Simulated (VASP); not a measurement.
A run of VASP 6.6.1 is set up as follows.

INCAR

```
SYSTEM = RbCd
ALGO = Fast
EDIFF = 1E-6
EDIFFG = -0.01
ENCUT = 600
GGA = PE
IBRION = 2
ISIF = 3
ISMEAR = 0
LASPH = .TRUE.
LCHARG = .FALSE.
LREAL = .FALSE.
LWAVE = .FALSE.
NELM = 80
NSW = 100
PREC = Accurate
SIGMA = 0.1
```

File KPOINTS:

```
k-points
0
G
  12 12 12
  0 0 0
```

The input POSCAR:

```
RbCd
1.0
    4.7473294900      0.0000000000      0.0000000000
    0.0000000000      4.7473294900      0.0000000000
    0.0000000000      0.0000000000      4.7473294900
Rb Cd
1 1
Direct
    0.0000000000      0.0000000000      0.0000000000
    0.5000000000      0.5000000000      0.5000000000
```

Potentials or basis: VASP PAW PBE potentials, release 64 (Rb_sv, Cd).

Command:

```bash
$ cat potpaw_PBE.64/Rb_sv/POTCAR potpaw_PBE.64/Cd/POTCAR > POTCAR
$ mpirun -np 1 vasp_std > vasp.out
```

(1) What does it give for the band gap on the k mesh?

(2) Predict the relaxed cell.

(3) What does it give for the space group after relaxing (to 0.1 Å)?

(4) What does it give for the relaxed volume?

Results:

(1) zero (an odd number of electrons rules out a gap without spin polarisation).

(2) a = 4.549 Å, b = 4.549 Å, c = 4.549 Å, α = 90.00°, β = 90.00°, γ = 90.00°.

(3) Pm-3m (No. 221).

(4) 47.05 Å³/atom.
